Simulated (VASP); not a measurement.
# ScB3S (Pm-3m) in VASP: further runs

The runs below take ScB3S through single point, relaxation of cell and atoms, with PBE.

Everything below comes from runs of VASP 6.6.1. Logs are shortened: lines on timing, memory, paths and dates and some standing lists are left out, and cuts for length are marked.

## (1) The cell of the first run

Symmetry: Pm-3m, No. 221, cubic system. The conventional cell has a = 3.869 Å, b = 3.869 Å, c = 3.869 Å, α = 90.00°, β = 90.00°, γ = 90.00°. Sc (site symmetry m-3m) has 12 B at 2.74 Å and 8 S at 3.35 Å within 3.6 Å. Within 2.6 Å of B (site symmetry 4/mmm) lie 2 S at 1.93 Å. S (site symmetry m-3m) has 6 B at 1.93 Å within 2.6 Å.

The cell was built from a structure type or drawn by symmetry, and may not be a known phase.

## (2) Single point, PBE

Contents of INCAR:

```
SYSTEM = ScB3S
PREC = Accurate
ENCUT = 520
EDIFF = 1E-6
ISMEAR = 0
SIGMA = 0.1
LREAL = .FALSE.
LASPH = .TRUE.
NELM = 100
ALGO = Fast
ISIF = 2
LWAVE = .FALSE.
LCHARG = .FALSE.
GGA = PE
NBANDS = 21
```

Contents of KPOINTS:

```
regular mesh
0
G
  10 10 10
  0 0 0
```

Contents of POSCAR:

```
ScB3S
1.0
    3.8688463637      0.0000000000      0.0000000000
    0.0000000000      3.8688463637      0.0000000000
    0.0000000000      0.0000000000      3.8688463637
Sc B S
1 3 1
Direct
    0.0000000000      0.0000000000      0.0000000000
    0.0000000000      0.5000000000      0.5000000000
    0.5000000000      0.0000000000      0.5000000000
    0.5000000000      0.5000000000      0.0000000000
    0.5000000000      0.5000000000      0.5000000000
```

Potentials or basis: VASP PAW PBE potentials, release 64 (Sc_sv, B, S).

Run with:

```
$ cat potpaw_PBE.64/Sc_sv/POTCAR potpaw_PBE.64/B/POTCAR potpaw_PBE.64/S/POTCAR > POTCAR
$ mpirun -np 1 vasp_std > vasp.out
```

OUTCAR:

```text
SYSTEM = ScB3S
   PREC = Accurate
   ENCUT = 520
   EDIFF = 1E-6
   ISMEAR = 0
   LREAL = .FALSE.
   LASPH = .TRUE.
   NELM = 100
   ISIF = 2
   GGA = PE

 ion  position               nearest neighbor table
   1  0.000  0.000  0.000-   2 2.74   3 2.74   4 2.74   2 2.74   3 2.74   2 2.74   4 2.74   2 2.74
                             3 2.74   4 2.74   3 2.74   4 2.74
   2  0.000  0.500  0.500-   5 1.93   5 1.93   1 2.74   1 2.74   1 2.74   1 2.74
   3  0.500  0.000  0.500-   5 1.93   5 1.93   1 2.74   1 2.74   1 2.74   1 2.74
   4  0.500  0.500  0.000-   5 1.93   5 1.93   1 2.74   1 2.74   1 2.74   1 2.74
   5  0.500  0.500  0.500-   2 1.93   3 1.93   4 1.93   4 1.93   3 1.93   2 1.93

  LATTYP: Found a simple cubic cell.
 ALAT       =     3.8688463637

  Lattice vectors:

 A1 = (   3.8688463637,   0.0000000000,   0.0000000000)
 A2 = (   0.0000000000,   3.8688463637,   0.0000000000)
 A3 = (   0.0000000000,   0.0000000000,   3.8688463637)

Analysis of symmetry for initial positions (statically):
=====================================================================
 Subroutine PRICEL returns:
 Original cell was already a primitive cell.

 Routine SETGRP: Setting up the symmetry group for a
 simple cubic supercell.

 Subroutine GETGRP returns: Found 48 space group operations
 (whereof 48 operations were pure point group operations)
 out of a pool of 48 trial point group operations.

The static configuration has the point symmetry O_h .

Analysis of symmetry for dynamics (positions and initial velocities):
=====================================================================
 Subroutine PRICEL returns:
 Original cell was already a primitive cell.

 Routine SETGRP: Setting up the symmetry group for a
 simple cubic supercell.

 Subroutine GETGRP returns: Found 48 space group operations
 (whereof 48 operations were pure point group operations)
 out of a pool of 48 trial point group operations.

The dynamic configuration has the point symmetry O_h .

 Subroutine INISYM returns: Found 48 space group operations
 (whereof 48 operations are pure point group operations),
 and found     1 'primitive' translations

----------------------------------------------------------------------------------------

                                     Primitive cell

  volume of cell :      57.9088

  direct lattice vectors                    reciprocal lattice vectors
     3.868846364  0.000000000  0.000000000     0.258474983  0.000000000  0.000000000
     0.000000000  3.868846364  0.000000000     0.000000000  0.258474983  0.000000000
     0.000000000  0.000000000  3.868846364     0.000000000  0.000000000  0.258474983

  length of vectors
     3.868846364  3.868846364  3.868846364     0.258474983  0.258474983  0.258474983

  position of ions in fractional coordinates (direct lattice)
     0.000000000  0.000000000  0.000000000
     0.000000000  0.500000000  0.500000000
     0.500000000  0.000000000  0.500000000
     0.500000000  0.500000000  0.000000000
     0.500000000  0.500000000  0.500000000

  ion indices of the primitive-cell ions
   primitive index   ion index
                 1           1
                 2           2
                 3           3
                 4           4
                 5           5

----------------------------------------------------------------------------------------

 KPOINTS: regular mesh

Automatic generation of k-mesh.
 Grid dimensions read from file:
 generate k-points for:   10   10   10

 Generating k-lattice:

  Cartesian coordinates                     Fractional coordinates (reciprocal lattice)
     0.025847498  0.000000000  0.000000000     0.100000000  0.000000000  0.000000000
     0.000000000  0.025847498  0.000000000     0.000000000  0.100000000  0.000000000
     0.000000000  0.000000000  0.025847498     0.000000000  0.000000000  0.100000000

  Length of vectors
     0.025847498  0.025847498  0.025847498

  Shift w.r.t. Gamma in fractional coordinates (k-lattice)
     0.000000000  0.000000000  0.000000000

 Subroutine IBZKPT returns following result:
 ===========================================

 Found     56 irreducible k-points:

 Following reciprocal coordinates:
            Coordinates               Weight
  0.000000  0.000000  0.000000      1.000000
  0.100000  0.000000  0.000000      6.000000
  0.200000  0.000000  0.000000      6.000000
  0.300000  0.000000  0.000000      6.000000
  0.400000  0.000000  0.000000      6.000000
  0.500000  0.000000  0.000000      3.000000
[... 16 lines left out ...]
  0.200000  0.100000  0.100000     24.000000
  0.300000  0.100000  0.100000     24.000000
 [... further k-points ...]
   k-points           NKPTS =     56   k-points in BZ     NKDIM =     56   number of bands    NBANDS=     21
   number of dos      NEDOS =    301   number of ions     NIONS =      5
   total plane-waves  NPLWV =  27000
   dimension x,y,z NGX =    30 NGY =   30 NGZ =   30
   dimension x,y,z NGXF=    60 NGYF=   60 NGZF=   60
   ions per type =               1   3   1
   NGX,Y,Z   is equivalent  to a cutoff of  12.89, 12.89, 12.89 a.u.
   NGXF,Y,Z  is equivalent  to a cutoff of  25.78, 25.78, 25.78 a.u.
 SYSTEM =  ScB3S
   PREC   = accura    normal or accurate (medium, high low for compatibility)
   ISTART =      0    job   : 0-new  1-cont  2-samecut
   ICHARG =      2    charge: 1-file 2-atom 10-const
   ISPIN  =      1    spin polarized calculation?
   LNONCOLLINEAR =      F non collinear calculations
   LSORBIT =      F    spin-orbit coupling
   LASPH  =      T    aspherical Exc in radial PAW
   ENCUT  =  520.0 eV  38.22 Ry    6.18 a.u.   7.19  7.19  7.19*2*pi/ulx,y,z
   NELM   =    100;   NELMIN=  2; NELMDL= -5     # of ELM steps
   EDIFF  = 0.1E-05   stopping-criterion for ELM
   LREAL  =      F    real-space projection
   EDIFFG = 0.1E-04   stopping-criterion for IOM
   NSW    =      0    number of steps for IOM
   IBRION =     -1    ionic relax: 0-MD 1-quasi-New 2-CG
   NFREE  =      0    steps in history (QN), initial steepest desc. (CG)
   ISIF   =      2    stress and relaxation
   ISYM   =      2    0-nonsym 1-usesym 2-fastsym
   POTIM  = 0.5000    time-step for ionic-motion
   TEBEG  =    0.0;   TEEND  =   0.0 temperature during run
   PSTRESS=    0.0 pullay stress
   NELECT =      26.0000    total number of electrons
   NUPDOWN=      -1.0000    fix difference up-down
   EMIN   =  10.00;   EMAX   =-10.00  energy-range for DOS
   EFERMI =   0.00;   METHOD = LEGACY
   ISMEAR =     0;   SIGMA  =   0.10  broadening in eV -4-tet -1-fermi 0-gaus
   EFERMI_NEDOS =   21; number of points for ismear=-14 and -15
   IALGO  =     68    algorithm
   IMIX   =      4    mixing-type and parameters
     AMIX     =   0.40;   BMIX     =  1.00
     AMIX_MAG =   1.60;   BMIX_MAG =  1.00
  volume/ion in A,a.u.               =      11.58        78.16
  Fermi-wavevector in a.u.,A,eV,Ry     =   1.253577  2.368918 21.380959  1.571456
  Thomas-Fermi vector in A             =   2.387423
   LORBIT       =      0    0 simple, 1 ext, 2 COOP (PROOUT), +10 PAW based schemes
   GGA     = PE    functional components
   LHFCALC =     F    Hartree Fock is set to
   AEXX    =    0.0000 exact exchange contribution
   IVDW    =     0    specifies the selected vdW correction
   LEPSILON=     F    determine dielectric tensor
   LRPA    =     F    only Hartree local field effects (RPA)
 non-spin polarized calculation
 RMM-DIIS sequential band-by-band and
 Gauss-broadening in eV      SIGMA  =   0.10
  energy-cutoff  :      520.00
  volume of cell :       57.91
 maximum number of plane-waves:      1596
 NGX is ok and might be reduce to    30
   NGX = 15   NGY = 15   NGZ = 15

 number of electron      25.9999994 magnetization

 Free energy of the ion-electron system (eV)
  ---------------------------------------------------
  ext. energy  EPLUGINS =         0.00000000
  ---------------------------------------------------
  free energy    TOTEN  =       -24.81680001 eV

  energy without entropy =      -24.80711198  energy(sigma->0) =      -24.81195600

 E-fermi :   6.8431     XC(G=0): -11.2860

 val. band max:        6.8386850759   @ k =   0.4000   0.4000   0.0000
 cond. band min:       6.8803689542   @ k =   0.5000   0.1000   0.0000
 fundamental gap:      0.0416838783
 Fermi energy:         6.8431081857

 k-point     1 :       0.0000    0.0000    0.0000
  band No.  band energies     occupation
      1     -42.8639      2.00000
      2     -21.4756      2.00000
      3     -21.4756      2.00000
      4     -21.4756      2.00000
      5     -10.8150      2.00000
      6      -1.5937      2.00000
[... 13 lines left out ...]
     20       9.0224      0.00000
     21       9.1099      0.00000

 k-point     2 :       0.1000    0.0000    0.0000
  band No.  band energies     occupation
      1     -42.8637      2.00000
      2     -21.4804      2.00000
      3     -21.4750      2.00000
      4     -21.4750      2.00000
      5     -10.7797      2.00000
      6      -1.9906      2.00000
[... 13 lines left out ...]
     20       9.6728      0.00000
     21       9.6813      0.00000

 k-point     3 :       0.2000    0.0000    0.0000
  band No.  band energies     occupation
      1     -42.8631      2.00000
      2     -21.4930      2.00000
      3     -21.4737      2.00000
      4     -21.4737      2.00000
      5     -10.6838      2.00000
      6      -2.7623      2.00000
[... 13 lines left out ...]
     20      10.5659      0.00000
     21      10.5733      0.00000

 k-point     4 :       0.3000    0.0000    0.0000
  band No.  band energies     occupation
      1     -42.8623      2.00000
      2     -21.5086      2.00000
      3     -21.4719      2.00000
      4     -21.4719      2.00000
      5     -10.5570      2.00000
      6      -3.4826      2.00000
[... 13 lines left out ...]
     20      11.4181      0.00000
     21      11.5958      0.00000

 k-point     5 :       0.4000    0.0000    0.0000
  band No.  band energies     occupation
      1     -42.8617      2.00000
      2     -21.5211      2.00000
      3     -21.4705      2.00000
      4     -21.4705      2.00000
      5     -10.4464      2.00000
      6      -3.9752      2.00000
[... 13 lines left out ...]
     20      12.0724      0.00000
     21      12.0853      0.00000

 k-point     6 :       0.5000    0.0000    0.0000
  band No.  band energies     occupation
      1     -42.8615      2.00000
      2     -21.5258      2.00000
      3     -21.4700      2.00000
      4     -21.4700      2.00000
      5     -10.4020      2.00000
      6      -4.1500      2.00000
[... 13 lines left out ...]
     20      12.0901      0.00000
     21      12.2039      0.00000

 k-point     7 :       0.1000    0.1000    0.0000
  band No.  band energies     occupation
      1     -42.8634      2.00000
      2     -21.4802      2.00000
      3     -21.4795      2.00000
      4     -21.4745      2.00000
      5     -10.7455      2.00000
      6      -2.0216      2.00000
[... 13 lines left out ...]
     20       9.8737      0.00000
     21       9.9177      0.00000
[... 291 lines left out ...]
      1     -42.8594      2.00000
      2     -21.5178      2.00000
      3     -21.5125      2.00000
      4     -21.4654      2.00000
      5     -10.1841      2.00000
      6      -3.4837      2.00000
[... 13 lines left out ...]
     20      11.3258      0.00000
     21      11.4959      0.00000

 k-point    21 :       0.5000    0.5000    0.0000
  band No.  band energies     occupation
      1     -42.8592      2.00000
      2     -21.5169      2.00000
      3     -21.5169      2.00000
      4     -21.4650      2.00000
      5     -10.1589      2.00000
      6      -3.3940      2.00000
[... 13 lines left out ...]
     20      11.0925      0.00000
     21      11.6746      0.00000

 k-point    22 :       0.1000    0.1000    0.1000
  band No.  band energies     occupation
      1     -42.8632      2.00000
      2     -21.4799      2.00000
      3     -21.4790      2.00000
      4     -21.4790      2.00000
      5     -10.7124      2.00000
      6      -2.0408      2.00000
[... 13 lines left out ...]
     20       9.2412      0.00000
     21      10.7204      0.00000

 k-point    23 :       0.2000    0.1000    0.1000
  band No.  band energies     occupation
      1     -42.8626      2.00000
      2     -21.4918      2.00000
      3     -21.4781      2.00000
      4     -21.4776      2.00000
      5     -10.6222      2.00000
      6      -2.6919      2.00000
[... 13 lines left out ...]
     20      10.0712      0.00000
     21      11.0235      0.00000

 k-point    24 :       0.3000    0.1000    0.1000
  band No.  band energies     occupation
      1     -42.8619      2.00000
      2     -21.5071      2.00000
      3     -21.4763      2.00000
      4     -21.4758      2.00000
      5     -10.5034      2.00000
      6      -3.3867      2.00000
[... 13 lines left out ...]
     20      10.9583      0.00000
     21      11.4182      0.00000

 [... further k-points ...]
[... 5 lines left out ...]
  --------------------------------------------------------------------------------------
  -------------------------------------------------------------------------------------
  Total        0.0174304      0.0174304      0.0174304      0.0000000      0.0000000     -0.0000000
  in kB        0.4822513      0.4822513      0.4822513      0.0000000      0.0000000     -0.0000000
  external PRESSURE =       0.4822513 kB  Pullay stress =       0.0000000 kB

 VOLUME and BASIS-vectors are now :
 -----------------------------------------------------------------------------
  energy-cutoff  :      520.00
  volume of cell :       57.91
      direct lattice vectors                 reciprocal lattice vectors
     3.868846364  0.000000000  0.000000000     0.258474983  0.000000000  0.000000000
     0.000000000  3.868846364  0.000000000     0.000000000  0.258474983  0.000000000
     0.000000000  0.000000000  3.868846364     0.000000000  0.000000000  0.258474983

 POSITION                                       TOTAL-FORCE (eV/Angst)
 -----------------------------------------------------------------------------------
      0.00000      0.00000      0.00000         0.000000      0.000000      0.000000
      0.00000      1.93442      1.93442         0.000000      0.000000      0.000000
      1.93442      0.00000      1.93442         0.000000      0.000000      0.000000
      1.93442      1.93442      0.00000         0.000000      0.000000      0.000000
      1.93442      1.93442      1.93442         0.000000      0.000000      0.000000
 -----------------------------------------------------------------------------------
    total drift:                               -0.000000      0.000000     -0.000000

  FREE ENERGIE OF THE ION-ELECTRON SYSTEM (eV)
  ---------------------------------------------------
  free  energy   TOTEN  =       -24.8168000088 eV

  energy  without entropy=      -24.8071119834  energy(sigma->0) =      -24.81195600
```

Run time: 60 s. Hardware: 1 thread of AMD EPYC 9R45 (Zen 5), shared host; peak memory 0.18 GiB.

Results:

| Property | Result |
| --- | --- |
| Free energy | -24.8168 eV |
| Pressure | 0.0 GPa |
| Band gap on the k mesh | zero (bands 13 and 14 overlap by 2.90 eV) |

(Continued in part 2 of 2.)
